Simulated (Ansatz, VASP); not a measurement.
PbF2: VASP beside Ansatz

File INCAR:

```
PREC = Accurate ; ENCUT = 600
EDIFF = 1E-6 ; ISMEAR = 1
SIGMA = 0.13605693122994 ; LREAL = False
LASPH = True ; NELM = 120
ALGO = Normal ; ISIF = 2
LWAVE = False ; LCHARG = False
GGA = PE ; NBANDS = 21
GGA_COMPAT = False
```

Contents of KPOINTS:

```
regular mesh
0
Gamma
  4 4 4
```

The input POSCAR:

```
PbF2
1.0
    0.0000000000      2.9579484323      2.9579484323
    2.9579484323      0.0000000000      2.9579484323
    2.9579484323      2.9579484323      0.0000000000
Pb F
1 2
Direct
    0.0000000000      0.0000000000      0.0000000000
    0.7500000000      0.7500000000      0.7500000000
    0.2500000000      0.2500000000      0.2500000000
```

Input for Ansatz:

```yaml
crystal:
  lattice:
    - [0.0, 2.9579484323, 2.9579484323]
    - [2.9579484323, 0.0, 2.9579484323]
    - [2.9579484323, 2.9579484323, 0.0]
  atoms:
    - { symbol: Pb, position: [0.0, 0.0, 0.0] }
    - { symbol: F, position: [0.75, 0.75, 0.75] }
    - { symbol: F, position: [0.25, 0.25, 0.25] }
basis: {}
kpoints:
  mp_grid: { grid: [4, 4, 4] }
hamiltonian:
  xc: pbe
scf:
  occupations: { method: methfessel_paxton, width: "0.01 Ry" }
output:
  forces: true
  stress: true
  eigenvalues: true
```

Alike in both runs: task single point; functional PBE; k mesh 4 × 4 × 4; no spin polarisation.

|  | VASP | Ansatz |
| --- | --- | --- |
| version | VASP 6.6.1 | Ansatz 0.2.0 |
| potentials or method | VASP PAW PBE potentials, release 64 (Pb_d, F) | scalar-relativistic, plane waves, PAW |
| plane-wave cutoff (eV) | 600 | 420 |
| occupations | methfessel-paxton of order 1, width 0.136057 eV | methfessel-paxton of order 1 |
| valence electrons in the cell | 28 | 28 |

Ansatz gave:

```
gap on the k mesh at the Fermi level (eV) : 4.42
least direct gap on the mesh (eV)         : 4.56
pressure (GPa)                            : 3.2
```

Problem. What did VASP give for the same quantities?

Solution. gap on the k mesh at the Fermi level (eV): 4.42; least direct gap on the mesh (eV): 4.56; pressure (GPa): 2.9.

The k mesh is coarse, so the values compare programs but aren't converged. Spin-orbit coupling is off throughout.
